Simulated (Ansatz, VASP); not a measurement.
Ta in VASP and in Ansatz

```
Ta
1.0
     3.28205    0.00000    0.00000
     0.00000    3.28205    0.00000
     0.00000    0.00000   19.28200
Ta
3
Direct
  0.00000 0.00000 0.42610
  0.50000 0.50000 0.50000
  0.00000 0.00000 0.57390
```

Alike in both runs: functional PBEsol; k mesh 12 × 12 × 1; occupations fermi-dirac, width 0.05 eV; no spin polarisation.

Ansatz relaxed the structure, and its values are those at the end. VASP's run is a single point on that final structure, the one shown.

```csv
,VASP,Ansatz
version,VASP 6.6.1,Ansatz 0.2.0
potentials or method,"VASP PAW PBE potentials, release 64 (Ta_pv), cutoff 520 eV","all-electron LAPW, scalar-relativistic"
```

|  | VASP | Ansatz | Ansatz less VASP |
| --- | --- | --- | --- |
| rms of the force components (eV/Å) | 0.008 | 0.000 | -0.0072 |

VASP's potentials were made for PBE, not for PBEsol. Ansatz ran all-electron here, and VASP with PAW potentials.

Spin-orbit coupling is off throughout.
